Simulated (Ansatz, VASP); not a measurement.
**Sn3Se: VASP beside Ansatz**

```
CELL_PARAMETERS angstrom
0.00000 3.70576 3.70576
3.70576 0.00000 3.70576
3.70576 3.70576 0.00000
ATOMIC_POSITIONS crystal
Sn 0.25000 0.25000 0.25000
Sn 0.75000 0.75000 0.75000
Sn 0.50000 0.50000 0.50000
Se 0.00000 0.00000 0.00000
```

Alike in both runs: functional r2SCAN; k mesh 10 × 10 × 10; occupations gaussian, width 0.1 eV; no spin polarisation.

Ansatz relaxed the structure, and its values are those at the end. VASP's run is a single point on that final structure, the one shown.

|  | VASP | Ansatz |
| --- | --- | --- |
| version | VASP 6.6.1 | Ansatz 0.2.0 |
| potentials or method | VASP PAW PBE potentials, release 64 (Sn_d, Se), cutoff 520 eV | scalar-relativistic, plane waves, PAW |
| valence electrons in the cell | 48 | 58 |

```tsv
	VASP	Ansatz	Ansatz less VASP
gap on the k mesh at the Fermi level (eV)	none	none	-
pressure (GPa)	0.0	0.0	0.00
```

VASP's potentials were made for PBE, not for r2SCAN. A gap of «none» marks a metal or a gap that the smearing closes. VASP's potentials hold 48 valence electrons a cell and Ansatz's 58, so a difference there can come from the potentials and not from the codes.
